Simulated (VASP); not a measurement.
# CdO (Fm-3m) in VASP: further runs

Runs on CdO. Level: PBE. Tasks: single point.

Program: VASP 6.6.1. These are calculated values, not measurements. Logs are shortened: lines on timing, memory, paths and dates and some standing lists are left out, and cuts for length are marked.

## Step 1: The cell of the first run

Symmetry: Fm-3m, No. 225, cubic system. Conventional cell: a = 4.132 Å, b = 4.132 Å, c = 4.132 Å, α = 90.00°, β = 90.00°, γ = 90.00°. Within 2.7 Å of Cd (site symmetry m-3m) lie 6 O at 2.07 Å. O (site symmetry m-3m) has 6 Cd at 2.07 Å within 2.7 Å.

## Step 2: Single point, PBE

Contents of INCAR:

```
SYSTEM = CdO
ALGO = Normal
EDIFF = 1E-6
ENCUT = 600
GGA = PE
GGA_COMPAT = .FALSE.
ISIF = 2
ISMEAR = 0
LASPH = .TRUE.
LCHARG = .TRUE.
LELF = .TRUE.
LREAL = .FALSE.
LVHAR = .TRUE.
LWAVE = .FALSE.
NBANDS = 16
NELM = 120
PREC = Accurate
SIGMA = 0.1
```

Contents of KPOINTS:

```
k-points
0
G
  16 16 16
  0 0 0
```

Contents of POSCAR:

```
CdO
1.0
    0.0000000000      2.0661656551      2.0661656551
    2.0661656551      0.0000000000      2.0661656551
    2.0661656551      2.0661656551      0.0000000000
Cd O
1 1
Direct
    0.0000000000      0.0000000000      0.0000000000
    0.5000000000      0.5000000000      0.5000000000
```

Potentials or basis: VASP PAW PBE potentials, release 64 (Cd, O).

Started as:

```console
$ cat potpaw_PBE.64/Cd/POTCAR potpaw_PBE.64/O/POTCAR > POTCAR
$ mpirun -np 1 vasp_std > vasp.out
```

OUTCAR:

```text
SYSTEM = CdO
   EDIFF = 1E-6
   ENCUT = 600
   GGA = PE
   ISIF = 2
   ISMEAR = 0
   LASPH = .TRUE.
   LREAL = .FALSE.
   NELM = 120
   PREC = Accurate

 ion  position               nearest neighbor table
   1  0.000  0.000  0.000-   2 2.07   2 2.07   2 2.07   2 2.07   2 2.07   2 2.07
   2  0.500  0.500  0.500-   1 2.07   1 2.07   1 2.07   1 2.07   1 2.07   1 2.07

  LATTYP: Found a face centered cubic cell.
 ALAT       =     4.1323313102

  Lattice vectors:

 A1 = (   0.0000000000,   2.0661656551,   2.0661656551)
 A2 = (   2.0661656551,   0.0000000000,   2.0661656551)
 A3 = (   2.0661656551,   2.0661656551,   0.0000000000)

Analysis of symmetry for initial positions (statically):
=====================================================================
 Subroutine PRICEL returns:
 Original cell was already a primitive cell.

 Routine SETGRP: Setting up the symmetry group for a
 face centered cubic supercell.

 Subroutine GETGRP returns: Found 48 space group operations
 (whereof 48 operations were pure point group operations)
 out of a pool of 48 trial point group operations.

The static configuration has the point symmetry O_h .

Analysis of symmetry for dynamics (positions and initial velocities):
=====================================================================
 Subroutine PRICEL returns:
 Original cell was already a primitive cell.

 Routine SETGRP: Setting up the symmetry group for a
 face centered cubic supercell.

 Subroutine GETGRP returns: Found 48 space group operations
 (whereof 48 operations were pure point group operations)
 out of a pool of 48 trial point group operations.

The dynamic configuration has the point symmetry O_h .

 Subroutine INISYM returns: Found 48 space group operations
 (whereof 48 operations are pure point group operations),
 and found     1 'primitive' translations

----------------------------------------------------------------------------------------

                                     Primitive cell

  volume of cell :      17.6411

  direct lattice vectors                    reciprocal lattice vectors
     0.000000000  2.066165655  2.066165655    -0.241994149  0.241994149  0.241994149
     2.066165655  0.000000000  2.066165655     0.241994149 -0.241994149  0.241994149
     2.066165655  2.066165655  0.000000000     0.241994149  0.241994149 -0.241994149

  length of vectors
     2.921999492  2.921999492  2.921999492     0.419146162  0.419146162  0.419146162

  position of ions in fractional coordinates (direct lattice)
     0.000000000  0.000000000  0.000000000
     0.500000000  0.500000000  0.500000000

  ion indices of the primitive-cell ions
   primitive index   ion index
                 1           1
                 2           2

----------------------------------------------------------------------------------------

 KPOINTS: k-points

Automatic generation of k-mesh.
 Grid dimensions read from file:
 generate k-points for:   16   16   16

 Generating k-lattice:

  Cartesian coordinates                     Fractional coordinates (reciprocal lattice)
    -0.015124634  0.015124634  0.015124634     0.062500000  0.000000000  0.000000000
     0.015124634 -0.015124634  0.015124634     0.000000000  0.062500000  0.000000000
     0.015124634  0.015124634 -0.015124634     0.000000000  0.000000000  0.062500000

  Length of vectors
     0.026196635  0.026196635  0.026196635

  Shift w.r.t. Gamma in fractional coordinates (k-lattice)
     0.000000000  0.000000000  0.000000000

 Subroutine IBZKPT returns following result:
 ===========================================

 Found    145 irreducible k-points:

 Following reciprocal coordinates:
            Coordinates               Weight
  0.000000  0.000000  0.000000      1.000000
  0.062500  0.000000  0.000000      8.000000
  0.125000  0.000000  0.000000      8.000000
  0.187500  0.000000  0.000000      8.000000
  0.250000  0.000000  0.000000      8.000000
  0.312500  0.000000  0.000000      8.000000
[... 16 lines left out ...]
 -0.125000  0.062500  0.000000     24.000000
 -0.062500  0.062500  0.000000     12.000000
 [... further k-points ...]
   k-points           NKPTS =    145   k-points in BZ     NKDIM =    145   number of bands    NBANDS=     16
   number of dos      NEDOS =    301   number of ions     NIONS =      2
   total plane-waves  NPLWV =  13824
   dimension x,y,z NGX =    24 NGY =   24 NGZ =   24
   dimension x,y,z NGXF=    48 NGYF=   48 NGZF=   48
   ions per type =               1   1
   NGX,Y,Z   is equivalent  to a cutoff of  13.65, 13.65, 13.65 a.u.
   NGXF,Y,Z  is equivalent  to a cutoff of  27.31, 27.31, 27.31 a.u.
 SYSTEM =  CdO
   PREC   = accura    normal or accurate (medium, high low for compatibility)
   ISTART =      0    job   : 0-new  1-cont  2-samecut
   ICHARG =      2    charge: 1-file 2-atom 10-const
   ISPIN  =      1    spin polarized calculation?
   LNONCOLLINEAR =      F non collinear calculations
   LSORBIT =      F    spin-orbit coupling
   LASPH  =      T    aspherical Exc in radial PAW
   ENCUT  =  600.0 eV  44.10 Ry    6.64 a.u.   5.84  5.84  5.84*2*pi/ulx,y,z
   NELM   =    120;   NELMIN=  2; NELMDL= -5     # of ELM steps
   EDIFF  = 0.1E-05   stopping-criterion for ELM
   LREAL  =      F    real-space projection
   EDIFFG = 0.1E-04   stopping-criterion for IOM
   NSW    =      0    number of steps for IOM
   IBRION =     -1    ionic relax: 0-MD 1-quasi-New 2-CG
   NFREE  =      0    steps in history (QN), initial steepest desc. (CG)
   ISIF   =      2    stress and relaxation
   ISYM   =      2    0-nonsym 1-usesym 2-fastsym
   POTIM  = 0.5000    time-step for ionic-motion
   TEBEG  =    0.0;   TEEND  =   0.0 temperature during run
   PSTRESS=    0.0 pullay stress
   NELECT =      18.0000    total number of electrons
   NUPDOWN=      -1.0000    fix difference up-down
   EMIN   =  10.00;   EMAX   =-10.00  energy-range for DOS
   EFERMI =   0.00;   METHOD = LEGACY
   ISMEAR =     0;   SIGMA  =   0.10  broadening in eV -4-tet -1-fermi 0-gaus
   EFERMI_NEDOS =   21; number of points for ismear=-14 and -15
   IALGO  =     38    algorithm
   IMIX   =      4    mixing-type and parameters
     AMIX     =   0.40;   BMIX     =  1.00
     AMIX_MAG =   1.60;   BMIX_MAG =  1.00
  volume/ion in A,a.u.               =       8.82        59.52
  Fermi-wavevector in a.u.,A,eV,Ry     =   1.648126  3.114507 36.957788  2.716321
  Thomas-Fermi vector in A             =   2.737469
   LORBIT       =      0    0 simple, 1 ext, 2 COOP (PROOUT), +10 PAW based schemes
   GGA     = PE    functional components
   LHFCALC =     F    Hartree Fock is set to
   AEXX    =    0.0000 exact exchange contribution
   IVDW    =     0    specifies the selected vdW correction
   LEPSILON=     F    determine dielectric tensor
   LRPA    =     F    only Hartree local field effects (RPA)
 non-spin polarized calculation
 Gauss-broadening in eV      SIGMA  =   0.10
  energy-cutoff  :      600.00
  volume of cell :       17.64
 maximum number of plane-waves:       609
   NGX = 11   NGY = 11   NGZ = 11

 number of electron      17.9999997 magnetization

 Free energy of the ion-electron system (eV)
  ---------------------------------------------------
  ext. energy  EPLUGINS =         0.00000000
  ---------------------------------------------------
  free energy    TOTEN  =        -4.55600790 eV

  energy without entropy =       -4.55600695  energy(sigma->0) =       -4.55600743

 E-fermi :   7.2042     XC(G=0): -14.0366

 val. band max:        6.9624389148   @ k =   0.5000   0.0000   0.0000
 cond. band min:       7.3914640617   @ k =   0.0000   0.0000   0.0000
 fundamental gap:      0.4290251469
 Fermi energy:         7.2042356655

 k-point     1 :       0.0000    0.0000    0.0000
  band No.  band energies     occupation
      1     -14.5670      2.00000
      2      -1.5042      2.00000
      3      -1.5042      2.00000
      4      -1.5042      2.00000
      5      -0.8119      2.00000
      6      -0.8119      2.00000
[... 8 lines left out ...]
     15      31.2882      0.00000
     16      31.2882      0.00000

 k-point     2 :       0.0625    0.0000    0.0000
  band No.  band energies     occupation
      1     -14.5076      2.00000
      2      -1.5675      2.00000
      3      -1.4899      2.00000
      4      -1.4899      2.00000
      5      -0.9298      2.00000
      6      -0.9298      2.00000
[... 8 lines left out ...]
     15      30.7781      0.00000
     16      30.7781      0.00000

 k-point     3 :       0.1250    0.0000    0.0000
  band No.  band energies     occupation
      1     -14.3346      2.00000
      2      -1.7782      2.00000
      3      -1.5648      2.00000
      4      -1.5648      2.00000
      5      -1.0964      2.00000
      6      -1.0964      2.00000
[... 8 lines left out ...]
     15      30.1467      0.00000
     16      30.1467      0.00000

 k-point     4 :       0.1875    0.0000    0.0000
  band No.  band energies     occupation
      1     -14.0636      2.00000
      2      -2.1743      2.00000
      3      -1.9158      2.00000
      4      -1.9158      2.00000
      5      -1.0082      2.00000
      6      -1.0082      2.00000
[... 8 lines left out ...]
     15      30.0400      0.00000
     16      30.0400      0.00000
[... 324 lines left out ...]
 k-point    22 :      -0.1875    0.0625    0.0000
  band No.  band energies     occupation
      1     -13.9191      2.00000
      2      -2.4019      2.00000
      3      -2.1742      2.00000
      4      -2.0069      2.00000
      5      -1.0946      2.00000
      6      -0.7363      2.00000
[... 8 lines left out ...]
     15      28.4682      0.00000
     16      31.4990      0.00000

 k-point    23 :      -0.1250    0.0625    0.0000
  band No.  band energies     occupation
      1     -14.2088      2.00000
      2      -1.9035      2.00000
      3      -1.7444      2.00000
      4      -1.7268      2.00000
      5      -1.2883      2.00000
      6      -0.8648      2.00000
[... 8 lines left out ...]
     15      28.2015      0.00000
     16      31.2933      0.00000

 k-point    24 :      -0.0625    0.0625    0.0000
  band No.  band energies     occupation
      1     -14.4114      2.00000
      2      -1.6430      2.00000
      3      -1.5622      2.00000
      4      -1.4346      2.00000
      5      -1.2697      2.00000
      6      -0.8927      2.00000
[... 8 lines left out ...]
     15      29.1024      0.00000
     16      31.2108      0.00000

 [... further k-points ...]

------------------------ aborting loop because EDIFF is reached ----------------------------------------

  FORCE on cell =-STRESS in cart. coord.  units (eV):
  Direction    XX          YY          ZZ          XY          YZ          ZX
  --------------------------------------------------------------------------------------
  -------------------------------------------------------------------------------------
  Total       17.5333270     17.5333270     17.5333270      0.0000000     -0.0000000      0.0000000
  in kB     1592.3902320   1592.3902320   1592.3902320      0.0000000     -0.0000000      0.0000000
  external PRESSURE =    1592.3902320 kB  Pullay stress =       0.0000000 kB

 VOLUME and BASIS-vectors are now :
 -----------------------------------------------------------------------------
  energy-cutoff  :      600.00
  volume of cell :       17.64
      direct lattice vectors                 reciprocal lattice vectors
     0.000000000  2.066165655  2.066165655    -0.241994149  0.241994149  0.241994149
     2.066165655  0.000000000  2.066165655     0.241994149 -0.241994149  0.241994149
     2.066165655  2.066165655  0.000000000     0.241994149  0.241994149 -0.241994149

 POSITION                                       TOTAL-FORCE (eV/Angst)
 -----------------------------------------------------------------------------------
      0.00000      0.00000      0.00000        -0.000000      0.000000     -0.000000
      2.06617      2.06617      2.06617         0.000000     -0.000000      0.000000
 -----------------------------------------------------------------------------------
    total drift:                                0.000000     -0.000000     -0.000000

  FREE ENERGIE OF THE ION-ELECTRON SYSTEM (eV)
  ---------------------------------------------------
  free  energy   TOTEN  =        -4.5560079019 eV

  energy  without entropy=       -4.5560069525  energy(sigma->0) =       -4.55600743
```

It took 1.8 min on 1 thread of AMD EPYC 7R13, shared host; peak memory 0.15 GiB.

Results:

| Property | Result |
| --- | --- |
| Free energy | -4.5560 eV |
| Pressure | 159.2 GPa |
| Band gap on the k mesh | 0.43 eV (least direct gap 3.97 eV) |

Caveat: the cell stands under pressure. A k mesh can miss the band edges.

(Continued in part 2 of 2.)
